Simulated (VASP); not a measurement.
# Cd3Te2Se (P3m1) in VASP: single point with PBE

Aim: the single point of Cd3Te2Se with PBE.

All numbers are computed with VASP 6.6.1; they aren't measurements. Logs are shortened: lines on timing, memory, paths and dates and some standing lists are left out, and cuts for length are marked.

## Step 1: The cell of the first run

It takes space group P3m1 (No. 156, trigonal). Conventional cell: a = 4.583 Å, b = 4.583 Å, c = 11.219 Å, α = 90.00°, β = 90.00°, γ = 120.00°. Cd (site symmetry 3m) has 4 Te at 2.84 to 2.85 Å within 3.7 Å. Within 3.5 Å of Cd (site symmetry 3m) lie 1 Se at 2.68 Å and 3 Te at 2.84 Å. Within 3.6 Å of Cd (site symmetry 3m) lie 3 Se at 2.76 Å and 1 Te at 2.87 Å. Within 3.7 Å of Te (site symmetry 3m) lie 4 Cd at 2.84 to 2.85 Å. Te (site symmetry 3m) has 4 Cd at 2.84 to 2.87 Å within 3.7 Å. Within 3.5 Å of Se (site symmetry 3m) lie 4 Cd at 2.68 to 2.76 Å.

## Step 2: Single point, PBE

The input, INCAR:

```
PREC     = Accurate       # precision mode
ENCUT    = 520            # plane-wave cutoff, eV
EDIFF    = 1E-6           # SCF threshold, eV
ISMEAR   = 0              # smearing method
SIGMA    = 0.01           # smearing width, eV
LREAL    = F              # projectors in reciprocal space
LASPH    = T              # aspherical terms in the spheres
NELM     = 100            # most SCF steps
ALGO     = Normal         # electronic algorithm
ISIF     = 2              # what is computed and relaxed
LWAVE    = F              # write WAVECAR
LCHARG   = F              # write CHGCAR
GGA      = PE             # functional
NBANDS   = 36             # bands
```

The input, KPOINTS:

```
Automatic mesh
0
Gamma
  12 12 4
```

The input, POSCAR:

```
Cd3Te2Se
1.0
    4.5827998805     -0.0000000289      0.0000000000
   -2.2913999152      3.9688211314      0.0000000000
    0.0000000000      0.0000000000     11.2191139000
Cd Te Se
3 2 1
Direct
    0.0000000000      0.0000000000      0.9994550000
    0.3333333333      0.6666666667      0.6538570000
    0.6666666667      0.3333333333      0.3461470000
    0.0000000000      0.0000000000      0.7451120000
    0.6666666667      0.3333333333      0.0907010000
    0.3333333333      0.6666666667      0.4147270000
```

Potentials or basis: VASP PAW PBE potentials, release 64 (Cd, Te, Se).

Command:

```
> cat potpaw_PBE.64/Cd/POTCAR potpaw_PBE.64/Te/POTCAR potpaw_PBE.64/Se/POTCAR > POTCAR
> mpirun -np 1 vasp_std > vasp.out
```

OUTCAR:

```text
PREC = Accurate
   ENCUT = 520
   EDIFF = 1E-6
   ISMEAR = 0
   LREAL = F
   LASPH = T
   NELM = 100
   ISIF = 2
   GGA = PE

 ion  position               nearest neighbor table
   1  0.000  0.000  0.999-   5 2.84   5 2.84   5 2.84   4 2.85
   2  0.333  0.667  0.654-   6 2.68   4 2.84   4 2.84   4 2.84
   3  0.667  0.333  0.346-   6 2.76   6 2.76   6 2.76   5 2.87
   4  0.000  0.000  0.745-   2 2.84   2 2.84   2 2.84   1 2.85
   5  0.667  0.333  0.091-   1 2.84   1 2.84   1 2.84   3 2.87
   6  0.333  0.667  0.415-   2 2.68   3 2.76   3 2.76   3 2.76

  LATTYP: Found a hexagonal cell.
 ALAT       =     4.5827998805
 C/A-ratio  =     2.4480916018

  Lattice vectors:

 A1 = (   4.5827998805,  -0.0000000289,   0.0000000000)
 A2 = (  -2.2913999152,   3.9688211314,   0.0000000000)
 A3 = (   0.0000000000,   0.0000000000,  11.2191139000)

Analysis of symmetry for initial positions (statically):
=====================================================================
 Subroutine PRICEL returns:
 Original cell was already a primitive cell.

 Routine SETGRP: Setting up the symmetry group for a
 hexagonal supercell.

 Subroutine GETGRP returns: Found  6 space group operations
 (whereof  6 operations were pure point group operations)
 out of a pool of 24 trial point group operations.

The static configuration has the point symmetry C_3v.

Analysis of symmetry for dynamics (positions and initial velocities):
=====================================================================
 Subroutine PRICEL returns:
 Original cell was already a primitive cell.

 Routine SETGRP: Setting up the symmetry group for a
 hexagonal supercell.

 Subroutine GETGRP returns: Found  6 space group operations
 (whereof  6 operations were pure point group operations)
 out of a pool of 24 trial point group operations.

The dynamic configuration has the point symmetry C_3v.

 Subroutine INISYM returns: Found  6 space group operations
 (whereof  6 operations are pure point group operations),
 and found     1 'primitive' translations

----------------------------------------------------------------------------------------

                                     Primitive cell

  volume of cell :     204.0568

  direct lattice vectors                    reciprocal lattice vectors
     4.582799880 -0.000000029  0.000000000     0.218207216  0.125981993  0.000000000
    -2.291399915  3.968821131  0.000000000     0.000000002  0.251963989  0.000000000
     0.000000000  0.000000000 11.219113900     0.000000000  0.000000000  0.089133599

  length of vectors
     4.582799880  4.582799880 11.219113900     0.251963989  0.251963989  0.089133599

  position of ions in fractional coordinates (direct lattice)
     0.000000000  0.000000000  0.999455000
     0.333333333  0.666666667  0.653857000
     0.666666667  0.333333333  0.346147000
     0.000000000  0.000000000  0.745112000
     0.666666667  0.333333333  0.090701000
     0.333333333  0.666666667  0.414727000

  ion indices of the primitive-cell ions
   primitive index   ion index
                 1           1
                 2           2
                 3           3
                 4           4
                 5           5
                 6           6

----------------------------------------------------------------------------------------

 KPOINTS: Automatic mesh

Automatic generation of k-mesh.
 Grid dimensions read from file:
 generate k-points for:   12   12    4

 Generating k-lattice:

  Cartesian coordinates                     Fractional coordinates (reciprocal lattice)
     0.018183935  0.010498499  0.000000000     0.083333333 -0.000000000  0.000000000
     0.000000000  0.020996999  0.000000000    -0.000000000  0.083333333  0.000000000
     0.000000000  0.000000000  0.022283400     0.000000000  0.000000000  0.250000000

  Length of vectors
     0.020996999  0.020996999  0.022283400

  Shift w.r.t. Gamma in fractional coordinates (k-lattice)
     0.000000000  0.000000000  0.000000000

 Subroutine IBZKPT returns following result:
 ===========================================

 Found     69 irreducible k-points:

 Following reciprocal coordinates:
            Coordinates               Weight
  0.000000  0.000000  0.000000      1.000000
  0.083333 -0.000000  0.000000      6.000000
  0.166667 -0.000000  0.000000      6.000000
  0.250000 -0.000000  0.000000      6.000000
  0.333333 -0.000000  0.000000      6.000000
  0.416667 -0.000000  0.000000      6.000000
[... 16 lines left out ...]
  0.166667 -0.000000  0.250000      6.000000
 -0.000000  0.166667  0.250000      6.000000
 [... further k-points ...]
   k-points           NKPTS =     69   k-points in BZ     NKDIM =     69   number of bands    NBANDS=     36
   number of dos      NEDOS =    301   number of ions     NIONS =      6
   total plane-waves  NPLWV = 108864
   dimension x,y,z NGX =    36 NGY =   36 NGZ =   84
   dimension x,y,z NGXF=    72 NGYF=   72 NGZF=  168
   ions per type =               3   2   1
   NGX,Y,Z   is equivalent  to a cutoff of  13.06, 13.06, 12.45 a.u.
   NGXF,Y,Z  is equivalent  to a cutoff of  26.12, 26.12, 24.89 a.u.
 SYSTEM =  unknown system
   PREC   = accura    normal or accurate (medium, high low for compatibility)
   ISTART =      0    job   : 0-new  1-cont  2-samecut
   ICHARG =      2    charge: 1-file 2-atom 10-const
   ISPIN  =      1    spin polarized calculation?
   LNONCOLLINEAR =      F non collinear calculations
   LSORBIT =      F    spin-orbit coupling
   LASPH  =      T    aspherical Exc in radial PAW
   ENCUT  =  520.0 eV  38.22 Ry    6.18 a.u.   8.52  8.52 20.86*2*pi/ulx,y,z
   NELM   =    100;   NELMIN=  2; NELMDL= -5     # of ELM steps
   EDIFF  = 0.1E-05   stopping-criterion for ELM
   LREAL  =      F    real-space projection
   EDIFFG = 0.1E-04   stopping-criterion for IOM
   NSW    =      0    number of steps for IOM
   IBRION =     -1    ionic relax: 0-MD 1-quasi-New 2-CG
   NFREE  =      0    steps in history (QN), initial steepest desc. (CG)
   ISIF   =      2    stress and relaxation
   ISYM   =      2    0-nonsym 1-usesym 2-fastsym
   POTIM  = 0.5000    time-step for ionic-motion
   TEBEG  =    0.0;   TEEND  =   0.0 temperature during run
   PSTRESS=    0.0 pullay stress
   NELECT =      54.0000    total number of electrons
   NUPDOWN=      -1.0000    fix difference up-down
   EMIN   =  10.00;   EMAX   =-10.00  energy-range for DOS
   EFERMI =   0.00;   METHOD = LEGACY
   ISMEAR =     0;   SIGMA  =   0.01  broadening in eV -4-tet -1-fermi 0-gaus
   EFERMI_NEDOS =   21; number of points for ismear=-14 and -15
   IALGO  =     38    algorithm
   IMIX   =      4    mixing-type and parameters
     AMIX     =   0.40;   BMIX     =  1.00
     AMIX_MAG =   1.60;   BMIX_MAG =  1.00
  volume/ion in A,a.u.               =      34.01       229.51
  Fermi-wavevector in a.u.,A,eV,Ry     =   1.051048  1.986192 15.030373  1.104701
  Thomas-Fermi vector in A             =   2.186075
   LORBIT       =      0    0 simple, 1 ext, 2 COOP (PROOUT), +10 PAW based schemes
   GGA     = PE    functional components
   LHFCALC =     F    Hartree Fock is set to
   AEXX    =    0.0000 exact exchange contribution
   IVDW    =     0    specifies the selected vdW correction
   LEPSILON=     F    determine dielectric tensor
   LRPA    =     F    only Hartree local field effects (RPA)
 non-spin polarized calculation
 Gauss-broadening in eV      SIGMA  =   0.01
  energy-cutoff  :      520.00
  volume of cell :      204.06
 maximum number of plane-waves:      5543
 NGX is ok and might be reduce to    36
   NGX = 17   NGY = 17   NGZ = 41

 number of electron      54.0000016 magnetization

 Free energy of the ion-electron system (eV)
  ---------------------------------------------------
  ext. energy  EPLUGINS =         0.00000000
  ---------------------------------------------------
  free energy    TOTEN  =       -15.03848067 eV

  energy without entropy =      -15.03848067  energy(sigma->0) =      -15.03848067

 E-fermi :   1.6375     XC(G=0):  -8.4161

 val. band max:        1.5734911482   @ k =   0.0000   0.0000   0.0000
 cond. band min:       1.8190088109   @ k =   0.0000   0.0000   0.0000
 fundamental gap:      0.2455176627
 Fermi energy:         1.6375301644

 k-point     1 :       0.0000    0.0000    0.0000
  band No.  band energies     occupation
      1     -10.8370      2.00000
      2      -9.2569      2.00000
      3      -9.0894      2.00000
      4      -6.5863      2.00000
      5      -6.5863      2.00000
      6      -6.5700      2.00000
[... 28 lines left out ...]
     35       6.9829      0.00000
     36       7.1108      0.00000

 k-point     2 :       0.0833   -0.0000    0.0000
  band No.  band energies     occupation
      1     -10.8257      2.00000
      2      -9.2377      2.00000
      3      -9.0754      2.00000
      4      -6.5804      2.00000
      5      -6.5772      2.00000
      6      -6.5643      2.00000
[... 28 lines left out ...]
     35       6.9533      0.00000
     36       7.0587      0.00000

 k-point     3 :       0.1667   -0.0000    0.0000
  band No.  band energies     occupation
      1     -10.7950      2.00000
      2      -9.1846      2.00000
      3      -9.0378      2.00000
      4      -6.5653      2.00000
      5      -6.5643      2.00000
      6      -6.5355      2.00000
[... 28 lines left out ...]
     35       6.8523      0.00000
     36       7.2146      0.00000
[... 742 lines left out ...]
 k-point    23 :       0.1667   -0.0000    0.2500
  band No.  band energies     occupation
      1     -10.7947      2.00000
      2      -9.1870      2.00000
      3      -9.0361      2.00000
      4      -6.5649      2.00000
      5      -6.5648      2.00000
      6      -6.5247      2.00000
[... 28 lines left out ...]
     35       6.8969      0.00000
     36       7.4698      0.00000

 k-point    24 :      -0.0000    0.1667    0.2500
  band No.  band energies     occupation
      1     -10.7947      2.00000
      2      -9.1872      2.00000
      3      -9.0358      2.00000
      4      -6.5612      2.00000
      5      -6.5599      2.00000
      6      -6.5290      2.00000
[... 28 lines left out ...]
     35       7.0410      0.00000
     36       7.2431      0.00000

 [... further k-points ...]

------------------------ aborting loop because EDIFF is reached ----------------------------------------

  FORCE on cell =-STRESS in cart. coord.  units (eV):
  Direction    XX          YY          ZZ          XY          YZ          ZX
  --------------------------------------------------------------------------------------
  -------------------------------------------------------------------------------------
  Total        0.1739612      0.1739612      0.1901880      0.0000000      0.0000000     -0.0000000
  in kB        1.3658784      1.3658784      1.4932850      0.0000000      0.0000000     -0.0000000
  external PRESSURE =       1.4083473 kB  Pullay stress =       0.0000000 kB

 VOLUME and BASIS-vectors are now :
 -----------------------------------------------------------------------------
  energy-cutoff  :      520.00
  volume of cell :      204.06
      direct lattice vectors                 reciprocal lattice vectors
     4.582799880 -0.000000029  0.000000000     0.218207216  0.125981993  0.000000000
    -2.291399915  3.968821131  0.000000000     0.000000002  0.251963989  0.000000000
     0.000000000  0.000000000 11.219113900     0.000000000  0.000000000  0.089133599

 POSITION                                       TOTAL-FORCE (eV/Angst)
 -----------------------------------------------------------------------------------
      0.00000      0.00000     11.21300         0.000000     -0.000000     -0.000093
      0.00000      2.64588      7.33570        -0.000000      0.000000      0.011832
      2.29140      1.32294      3.88346         0.000000     -0.000000     -0.004604
      0.00000      0.00000      8.35950         0.000000      0.000000      0.001027
      2.29140      1.32294      1.01758         0.000000      0.000000      0.000021
      0.00000      2.64588      4.65287         0.000000      0.000000     -0.008183
 -----------------------------------------------------------------------------------
    total drift:                                0.000001     -0.000000      0.000085

  FREE ENERGIE OF THE ION-ELECTRON SYSTEM (eV)
  ---------------------------------------------------
  free  energy   TOTEN  =       -15.0384806695 eV

  energy  without entropy=      -15.0384806695  energy(sigma->0) =      -15.03848067
```

It took 5.9 min on 1 thread of AMD EPYC 7R13 (Zen 3), shared host; peak memory 0.6 GiB.

What came out:

```
Free energy            : -15.0385 eV
Pressure               : 0.1 GPa
Largest force          : 0.012 eV/Å
Band gap on the k mesh : 0.25 eV
```

Forces in eV/Å, atoms in the order of the input:
```
Cd   0.000  0.000  0.000
Cd   0.000  0.000  0.012
Cd   0.000  0.000 -0.005
Te   0.000  0.000  0.001
Te   0.000  0.000  0.000
Se   0.000  0.000 -0.008
```

Caveat: spin-orbit coupling is left out, which moves the levels of the heavy elements.
